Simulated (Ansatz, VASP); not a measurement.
# Si: VASP beside Ansatz

```
Si
1.0
     0.00000    2.96393    2.87846
     2.36225    0.00000    2.87846
     2.36225    2.96393    0.00000
Si
2
Direct
  0.50000 0.50000 0.50000
  0.75000 0.75000 0.75000
```

Change from the starting cell: strain +e along x and -e along y -0.1100, strain +e along z and -e/2 along x and y +0.0525.

Alike in both runs: task single point; functional PBE; k mesh 8 × 8 × 8; occupations gaussian, width 0.05 eV; no spin polarisation.

|  | VASP | Ansatz |
| --- | --- | --- |
| version | VASP 6.6.1 | Ansatz 0.2.0 |
| potentials or method | VASP PAW PBE potentials, release 64 (Si), cutoff 520 eV | scalar-relativistic, plane waves, PAW |
| valence electrons in the cell | 8 | 8 |

Ansatz gave:

- gap on the k mesh at the Fermi level (eV): none
- pressure (GPa): -0.6
- traceless stress, the component that is largest in VASP (GPa): 7.87

**Question.** Which values does VASP return?

**Answer.** gap on the k mesh at the Fermi level (eV): none; pressure (GPa): -0.7; traceless stress, the component that is largest in VASP (GPa): 7.91.

A gap of «none» marks a metal or a gap that the smearing closes.
